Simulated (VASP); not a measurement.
# Sn (I4_1/amd) in VASP: notebook, part 2 of 2

VASP 6.6.1.

## Step 3: Single point, LDA

This run uses another cell than the first one, of 27.80 Å³/atom.

Input file INCAR:

```
SYSTEM = Sn
PREC = Accurate
ENCUT = 520
EDIFF = 1E-6
ISMEAR = 0
SIGMA = 0.05
LREAL = .False.
LASPH = .True.
NELM = 100
ALGO = Normal
ISIF = 2
LWAVE = .False.
LCHARG = .False.
NBANDS = 36
```

Input file KPOINTS:

```
Automatic mesh
0
Gamma
  8 8 14
  0.5 0.5 0.5
```

Input file POSCAR:

```
Sn
1.0
    5.9500000000      0.0000000000      0.0000000000
    0.0000000000      5.9500000000      0.0000000000
    0.0000000000      0.0000000000      3.1407300000
Sn
4
Direct
    0.0000000000      0.0000000000      0.0000000000
    0.5000000000      0.5000000000      0.5000000000
    0.5000000000      0.0000000000      0.2500000000
    0.0000000000      0.5000000000      0.7500000000
```

Potentials or basis: VASP PAW LDA potentials, release 64 (Sn_d).

Launch:

```sh
cat potpaw_LDA.64/Sn_d/POTCAR > POTCAR
mpirun -np 1 vasp_std > vasp.out
```

OUTCAR:

```text
SYSTEM = Sn
   PREC = Accurate
   ENCUT = 520
   EDIFF = 1E-6
   ISMEAR = 0
   LREAL = .False.
   LASPH = .True.
   NELM = 100
   ISIF = 2

 ion  position               nearest neighbor table
   1  0.000  0.000  0.000-   3 3.08   4 3.08   4 3.08   3 3.08
   2  0.500  0.500  0.500-   3 3.08   4 3.08   3 3.08   4 3.08
   3  0.500  0.000  0.250-   1 3.08   2 3.08   2 3.08   1 3.08
   4  0.000  0.500  0.750-   1 3.08   2 3.08   1 3.08   2 3.08

  LATTYP: Found a simple tetragonal cell.
 ALAT       =     5.9500000000
 C/A-ratio  =     0.5278537815

  Lattice vectors:

 A1 = (   5.9500000000,   0.0000000000,   0.0000000000)
 A2 = (   0.0000000000,   5.9500000000,   0.0000000000)
 A3 = (   0.0000000000,   0.0000000000,   3.1407300000)

Analysis of symmetry for initial positions (statically):
=====================================================================
 Subroutine PRICEL returns following result:

  LATTYP: Found a body centered tetragonal cell.
 ALAT       =     5.9500000000
 C/A-ratio  =     0.5278537815

  Lattice vectors:

 A1 = (   2.9750000000,  -2.9750000000,  -1.5703650000)
 A2 = (  -2.9750000000,   2.9750000000,  -1.5703650000)
 A3 = (   2.9750000000,   2.9750000000,   1.5703650000)

   2 primitive cells build up your supercell.

 Routine SETGRP: Setting up the symmetry group for a
 simple tetragonal supercell.

 Subroutine GETGRP returns: Found 16 space group operations
 (whereof  8 operations were pure point group operations)
 out of a pool of 16 trial point group operations.

The static configuration has the point symmetry D_2d.
 The point group associated with its full space group is D_4h.

Analysis of symmetry for dynamics (positions and initial velocities):
=====================================================================
 Subroutine PRICEL returns following result:

  LATTYP: Found a body centered tetragonal cell.
 ALAT       =     5.9500000000
 C/A-ratio  =     0.5278537815

  Lattice vectors:

 A1 = (   2.9750000000,  -2.9750000000,  -1.5703650000)
 A2 = (  -2.9750000000,   2.9750000000,  -1.5703650000)
 A3 = (   2.9750000000,   2.9750000000,   1.5703650000)

   2 primitive cells build up your supercell.

 Routine SETGRP: Setting up the symmetry group for a
 simple tetragonal supercell.

 Subroutine GETGRP returns: Found 16 space group operations
 (whereof  8 operations were pure point group operations)
 out of a pool of 16 trial point group operations.

The dynamic configuration has the point symmetry D_2d.
 The point group associated with its full space group is D_4h.

 Subroutine INISYM returns: Found 16 space group operations
 (whereof  8 operations are pure point group operations),
 and found     2 'primitive' translations

----------------------------------------------------------------------------------------

                                     Primitive cell

  volume of cell :      55.5948

  direct lattice vectors                    reciprocal lattice vectors
     2.975000000 -2.975000000 -1.570365000     0.168067227  0.000000000 -0.318397315
    -2.975000000  2.975000000 -1.570365000     0.000000000  0.168067227 -0.318397315
     2.975000000  2.975000000  1.570365000     0.168067227  0.168067227  0.000000000

  length of vectors
     4.490801291  4.490801291  4.490801291     0.360032558  0.360032558  0.237682952
[... 27 lines left out ...]

  Shift w.r.t. Gamma in fractional coordinates (k-lattice)
     0.500000000  0.500000000  0.500000000

 Subroutine IBZKPT returns following result:
 ===========================================

 Found     70 irreducible k-points:

 Following reciprocal coordinates:
            Coordinates               Weight
  0.062500  0.062500  0.035714      8.000000
  0.187500  0.062500  0.035714     16.000000
  0.312500  0.062500  0.035714     16.000000
  0.437500  0.062500  0.035714     16.000000
  0.187500  0.187500  0.035714      8.000000
  0.312500  0.187500  0.035714     16.000000
[... 16 lines left out ...]
  0.312500  0.062500  0.178571     16.000000
  0.437500  0.062500  0.178571     16.000000
 [... further k-points ...]
   k-points           NKPTS =     70   k-points in BZ     NKDIM =     70   number of bands    NBANDS=     36
   number of dos      NEDOS =    301   number of ions     NIONS =      4
   total plane-waves  NPLWV =  55296
   dimension x,y,z NGX =    48 NGY =   48 NGZ =   24
   dimension x,y,z NGXF=    96 NGYF=   96 NGZF=   48
   ions per type =               4
   NGX,Y,Z   is equivalent  to a cutoff of  13.41, 13.41, 12.70 a.u.
   NGXF,Y,Z  is equivalent  to a cutoff of  26.82, 26.82, 25.41 a.u.
 SYSTEM =  Sn
   PREC   = accura    normal or accurate (medium, high low for compatibility)
   ISTART =      0    job   : 0-new  1-cont  2-samecut
   ICHARG =      2    charge: 1-file 2-atom 10-const
   ISPIN  =      1    spin polarized calculation?
   LNONCOLLINEAR =      F non collinear calculations
   LSORBIT =      F    spin-orbit coupling
   LASPH  =      T    aspherical Exc in radial PAW
   ENCUT  =  520.0 eV  38.22 Ry    6.18 a.u.  11.06 11.06  5.84*2*pi/ulx,y,z
   NELM   =    100;   NELMIN=  2; NELMDL= -5     # of ELM steps
   EDIFF  = 0.1E-05   stopping-criterion for ELM
   LREAL  =      F    real-space projection
   EDIFFG = 0.1E-04   stopping-criterion for IOM
   NSW    =      0    number of steps for IOM
   IBRION =     -1    ionic relax: 0-MD 1-quasi-New 2-CG
   NFREE  =      0    steps in history (QN), initial steepest desc. (CG)
   ISIF   =      2    stress and relaxation
   ISYM   =      2    0-nonsym 1-usesym 2-fastsym
   POTIM  = 0.5000    time-step for ionic-motion
   TEBEG  =    0.0;   TEEND  =   0.0 temperature during run
   PSTRESS=    0.0 pullay stress
   NELECT =      56.0000    total number of electrons
   NUPDOWN=      -1.0000    fix difference up-down
   EMIN   =  10.00;   EMAX   =-10.00  energy-range for DOS
   EFERMI =   0.00;   METHOD = LEGACY
   ISMEAR =     0;   SIGMA  =   0.05  broadening in eV -4-tet -1-fermi 0-gaus
   EFERMI_NEDOS =   21; number of points for ismear=-14 and -15
   IALGO  =     38    algorithm
   IMIX   =      4    mixing-type and parameters
     AMIX     =   0.40;   BMIX     =  1.00
     AMIX_MAG =   1.60;   BMIX_MAG =  1.00
  volume/ion in A,a.u.               =      27.80       187.59
  Fermi-wavevector in a.u.,A,eV,Ry     =   1.302515  2.461396 23.082893  1.696545
  Thomas-Fermi vector in A             =   2.433578
   LORBIT       =      0    0 simple, 1 ext, 2 COOP (PROOUT), +10 PAW based schemes
   GGA     = CA    functional components
   LHFCALC =     F    Hartree Fock is set to
   AEXX    =    0.0000 exact exchange contribution
   IVDW    =     0    specifies the selected vdW correction
   LEPSILON=     F    determine dielectric tensor
   LRPA    =     F    only Hartree local field effects (RPA)
 non-spin polarized calculation
 Gauss-broadening in eV      SIGMA  =   0.05
  energy-cutoff  :      520.00
  volume of cell :      111.19
 maximum number of plane-waves:      3026
 NGX is ok and might be reduce to    48
   NGX = 23   NGY = 23   NGZ = 11

 number of electron      55.9999978 magnetization

 Free energy of the ion-electron system (eV)
  ---------------------------------------------------
  ext. energy  EPLUGINS =         0.00000000
  ---------------------------------------------------
  free energy    TOTEN  =       -17.90309314 eV

  energy without entropy =      -17.90068871  energy(sigma->0) =      -17.90189092

 E-fermi :   7.3400     XC(G=0): -10.4337

 val. band max:        7.3137263405   @ k =   0.3125   0.3125   0.3214
 cond. band min:       7.3518562374   @ k =   0.4375   0.4375   0.1071
 fundamental gap:      0.0381298969
 Fermi energy:         7.3399948586

 k-point     1 :       0.0625    0.0625    0.0357
  band No.  band energies     occupation
      1     -14.1039      2.00000
      2     -14.0660      2.00000
      3     -14.0623      2.00000
      4     -14.0589      2.00000
      5     -14.0089      2.00000
      6     -13.9874      2.00000
[... 925 lines left out ...]
     35      13.3803      0.00000
     36      13.9943      0.00000

 [... further k-points ...]
[... 5 lines left out ...]
  --------------------------------------------------------------------------------------
  -------------------------------------------------------------------------------------
  Total       -2.5110703     -2.5110703     -1.7243228      0.0000000      0.0000000      0.0000000
  in kB      -36.1830292    -36.1830292    -24.8464650      0.0000000      0.0000000      0.0000000
  external PRESSURE =     -32.4041745 kB  Pullay stress =       0.0000000 kB

 VOLUME and BASIS-vectors are now :
 -----------------------------------------------------------------------------
  energy-cutoff  :      520.00
  volume of cell :      111.19
      direct lattice vectors                 reciprocal lattice vectors
     5.950000000  0.000000000  0.000000000     0.168067227  0.000000000  0.000000000
     0.000000000  5.950000000  0.000000000     0.000000000  0.168067227  0.000000000
     0.000000000  0.000000000  3.140730000     0.000000000  0.000000000  0.318397315

 POSITION                                       TOTAL-FORCE (eV/Angst)
 -----------------------------------------------------------------------------------
      0.00000      0.00000      0.00000         0.000000     -0.000000     -0.000000
      2.97500      2.97500      1.57037        -0.000000     -0.000000      0.000000
      2.97500      0.00000      0.78518         0.000000      0.000000      0.000000
      0.00000      2.97500      2.35555        -0.000000      0.000000      0.000000
 -----------------------------------------------------------------------------------
    total drift:                                0.000000      0.000000     -0.000000

  FREE ENERGIE OF THE ION-ELECTRON SYSTEM (eV)
  ---------------------------------------------------
  free  energy   TOTEN  =       -17.9030931421 eV

  energy  without entropy=      -17.9006887069  energy(sigma->0) =      -17.90189092
```

OSZICAR:

```text
N       E                     dE             d eps       ncg     rms          rms(c)
DAV:   1     0.557493815756E+03    0.55749E+03   -0.28084E+04  5100   0.245E+03
DAV:   2     0.596678331407E+02   -0.49783E+03   -0.49013E+03  5040   0.586E+02
DAV:   3    -0.142882984680E+02   -0.73956E+02   -0.72927E+02  5668   0.198E+02
DAV:   4    -0.178567968266E+02   -0.35685E+01   -0.35391E+01  5812   0.477E+01
DAV:   5    -0.179740440064E+02   -0.11725E+00   -0.11722E+00  7208   0.840E+00    0.327E+00
DAV:   6    -0.179227399404E+02    0.51304E-01   -0.77374E-02  6448   0.300E+00    0.178E+00
DAV:   7    -0.179039762437E+02    0.18764E-01   -0.40385E-02  6484   0.209E+00    0.212E-01
DAV:   8    -0.179030737141E+02    0.90253E-03   -0.47698E-03  5488   0.788E-01    0.311E-02
DAV:   9    -0.179030917609E+02   -0.18047E-04   -0.18972E-04  7004   0.107E-01    0.138E-02
DAV:  10    -0.179030931411E+02   -0.13802E-05   -0.10293E-05  6172   0.307E-02    0.493E-03
DAV:  11    -0.179030931421E+02   -0.10241E-08   -0.74679E-07  3036   0.884E-03
   1 F= -.17903093E+02 E0= -.17901891E+02  d E =-.240444E-02
```

stdout:

```text
POSCAR found type information on POSCAR Sn
 POSCAR found :  1 types and       4 ions
 scaLAPACK will be used
 LDA part: xc-table for (Slater(with rela. corr.)+CA(PZ))
 , standard interpolation
 POSCAR, INCAR and KPOINTS ok, starting setup
 FFT: planning ... GRIDC
 FFT: planning ... GRID_SOFT
 FFT: planning ... GRID
 WAVECAR not read
 entering main loop
```

It took 3.7 min on 1 thread of Intel Xeon Platinum 8259CL at 2.50GHz (Skylake/Cascade Lake), shared host; peak memory 0.32 GiB.

Results:

```yaml
Free_energy: -17.9031 eV
Pressure: -3.2 GPa
Band_gap_on_the_k_mesh: zero (bands 28 and 29 overlap by 2.23 eV)
```

Stress tensor (GPa, compression positive):
```
-3.62  0.00  0.00
 0.00 -3.62  0.00
 0.00  0.00 -2.48
```

Levels at points of the mesh, in eV from the Fermi level:
| k point | band 24 | band 25 | band 26 | band 27 | band 28 | band 29 | band 30 | band 31 | band 32 | band 33 |
| --- | --- | --- | --- | --- | --- | --- | --- | --- | --- | --- |
| (0.06, 0.06, 0.04) | -4.43 | -4.43 | -4.29 | -1.90 | -1.74 | 3.24 | 4.64 | 5.53 | 5.64 | 6.48 |

Caveat: the cell stands under tension; spin-orbit coupling is left out, which moves the levels of the heavy elements.
